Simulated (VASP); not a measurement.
Here is a VASP 6.6.1 calculation.

Contents of INCAR:

```
SYSTEM = ScAl3N4
PREC     = Accurate       ! precision mode
ENCUT    = 600            ! plane-wave cutoff, eV
EDIFF    = 1E-6           ! SCF threshold, eV
ISMEAR   = 0              ! smearing method
SIGMA    = 0.1            ! smearing width, eV
LREAL    = .False.        ! projectors in reciprocal space
LASPH    = .True.         ! aspherical terms in the spheres
NELM     = 120            ! most SCF steps
ALGO     = Normal         ! electronic algorithm
ISIF     = 2              ! what is computed and relaxed
LWAVE    = .False.        ! write WAVECAR
LCHARG   = .True.         ! write CHGCAR
GGA      = PE             ! functional
LELF     = .True.         ! ELF
LVHAR    = .True.       
NBANDS   = 30             ! bands
GGA_COMPAT= .False.
```

KPOINTS

```
Automatic mesh
0
Gamma
  6 6 6
  0 0 0
```

Contents of POSCAR:

```
ScAl3N4
1.0
   -3.2268868331      0.0000000000      0.0000000000
    0.0000000000      5.6297625721      0.0002239730
    1.6134434165     -2.8150844544     -5.0937477316
Sc Al N
1 3 4
Direct
    0.0048429247      0.3350834338      0.0096858494
    0.5003294624      0.8367758106      0.0006589248
    0.7533359413      0.4167388508      0.5066718827
    0.2456855018      0.9163747833      0.4913710037
    0.8000724052      0.1306536127      0.6001448104
    0.3064803370      0.6432705686      0.6129606740
    0.5678460802      0.2141022935      0.1356921604
    0.0574073473      0.7430006467      0.1148146947
```

Potentials or basis: VASP PAW PBE potentials, release 64 (Sc_sv, Al, N).

Command:

```sh
$ cat potpaw_PBE.64/Sc_sv/POTCAR potpaw_PBE.64/Al/POTCAR potpaw_PBE.64/N/POTCAR > POTCAR
$ mpirun -np 1 vasp_std > vasp.out
```

Q: Estimate the band gap on the k mesh.

A: 3.59 eV (least direct gap 3.70 eV).

Q: What does it give for the pressure?

A: 0.1 GPa.

Q: Predict the largest force.

A: 0.087 eV/Å.

Stress tensor (GPa, compression positive):
```
-0.06  0.00  0.00
 0.00  0.04  0.01
 0.00  0.01  0.17
```

A k mesh can miss the band edges.
